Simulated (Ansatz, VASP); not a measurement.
# Two plane-wave programs on KCl

The input INCAR:

```
SYSTEM = KCl
PREC = Accurate
ENCUT = 520
EDIFF = 1E-6
ISMEAR = 0
SIGMA = 0.01
LREAL = .False.
LASPH = .True.
NELM = 100
ALGO = Normal
ISIF = 2
LWAVE = .False.
LCHARG = .False.
GGA = PS
NBANDS = 15
```

The input KPOINTS:

```
regular mesh
0
Gamma
  5 5 5
  0 0 0
```

Contents of POSCAR:

```
KCl
1.0
    0.0000000000      3.1464700000      3.1464700000
    3.1464700000      0.0000000000      3.1464700000
    3.1464700000      3.1464700000      0.0000000000
K Cl
1 1
Direct
    0.0000000000      0.0000000000      0.0000000000
    0.5000000000      0.5000000000      0.5000000000
```

Input for Ansatz:

```yaml
crystal:
  lattice:
    - [0.0, 3.14647, 3.14647]
    - [3.14647, 0.0, 3.14647]
    - [3.14647, 3.14647, 0.0]
  atoms:
    - { symbol: K, position: [0.0, 0.0, 0.0] }
    - { symbol: Cl, position: [0.5, 0.5, 0.5] }
basis:
  ecutwfc: 500.0
kpoints:
  mp_grid:
    grid: [5, 5, 5]
hamiltonian:
  xc: pbesol
scf:
  occupations:
    method: fixed
output:
  stress: true
```

Alike in both runs: task single point; functional PBEsol; k mesh 5 × 5 × 5; no spin polarisation.

|  | VASP | Ansatz |
| --- | --- | --- |
| version | VASP 6.6.1 | Ansatz 0.2.0 |
| potentials or method | VASP PAW PBE potentials, release 64 (K_sv, Cl), cutoff 520 eV | plane waves, PAW |
| occupations | gaussian, width 0.01 eV | fixed |
| valence electrons in the cell | 16 | 16 |

```csv
,VASP,Ansatz,Ansatz less VASP
pressure (GPa),-0.4,-0.4,-0.04
```

VASP's potentials were made for PBE, not for PBEsol.
